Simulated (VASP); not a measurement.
**AlN: relaxation of cell and atoms with LDA**

Crystal: AlN.

```
Al N
1.0
     3.31447    0.00000    0.00000
    -1.65723    2.87041    0.00000
     0.00000    0.00000    4.18623
Al N
2 2
Cartesian
  0.0000 1.9136 1.0466
  1.6572 0.9568 3.1397
  1.6572 0.9568 1.0466
  0.0000 1.9136 3.1397
```

* Program: VASP 6.6.1
* Task: relaxation of cell and atoms
* Functional: LDA
* Potentials or basis: VASP PAW LDA potentials, release 64 (Al, N)
* Cutoff: 600 eV
* k mesh: 12 × 12 × 6
* Occupations: fermi-dirac, width 0.02 eV
* Spin: no spin polarisation
* Dipole correction: no
* Further INCAR settings: ALGO = Normal; EDIFF = 1e-06; IBRION = 2; EDIFFG = -0.005; NSW = 80; ISIF = 3

```
Relaxed volume                         : 9.55 Å³/atom
Relaxed cell                           : a = 3.279 Å, b = 3.279 Å, c = 4.101 Å, α = 90.00°, β = 90.00°, γ = 120.00°
Space group after relaxing (to 0.05 Å) : P6_3/mmc (No. 194)
Energy gained by relaxing              : 11.3 meV/atom
Ionic steps                            : 10
Pressure after relaxing                : 0.0 GPa
Band gap on the k mesh                 : 3.62 eV, direct
```

Stress tensor (GPa, compression positive):
```
-0.03  0.00  0.00
 0.00 -0.03  0.00
 0.00  0.00  0.07
```

Step by step:
```csv
step,energy change (eV),largest force (eV/Å),pressure (GPa),volume (Å³)
1,0.0000,0.0000,-8.57,39.83
2,-0.0057,0.0000,9.05,36.84
3,-0.0439,0.0000,-0.05,38.24
4,-0.0439,0.0000,0.13,38.21
5,-0.0451,0.0000,0.15,38.18
6,-0.0454,0.0000,0.17,38.16
7,-0.0454,0.0000,0.17,38.16
8,-0.0454,0.0000,0.17,38.16
9,-0.0454,0.0000,-0.17,38.22
10,-0.0454,0.0000,0.00,38.19
```

Final structure:
```
Al N
1.0
     3.27937    0.00000    0.00000
    -1.63968    2.84002    0.00000
     0.00000    0.00000    4.10064
Al N
2 2
Cartesian
  0.0000 1.8933 1.0252
  1.6397 0.9467 3.0755
  1.6397 0.9467 1.0252
  0.0000 1.8933 3.0755
```

Levels at points of the mesh, in eV from the valence-band top:
```tsv
k point	band 4	band 5	band 6	band 7	band 8	band 9	band 10	band 11	band 12
(0.00, 0.00, 0.00)	-3.38	-3.38	-1.62	-1.62	0.00	3.62	4.58	8.24	8.24
(0.50, 0.00, 0.00)	-4.90	-4.64	-4.27	-3.01	-1.40	3.84	7.24	7.48	9.16
(0.00, 0.00, 0.50)	-3.72	-2.55	-2.55	-2.55	-2.55	5.86	5.86	8.40	8.40
(0.50, 0.00, 0.50)	-7.47	-3.33	-3.33	-1.78	-1.78	5.15	5.15	9.63	9.63
```

It took 2.3 min on 1 thread of Intel(R) Xeon(R) Platinum 8259CL CPU @ 2.50GHz (Skylake/Cascade Lake) (shared host), peak memory 0.17 GiB.

A k mesh can miss the band edges.
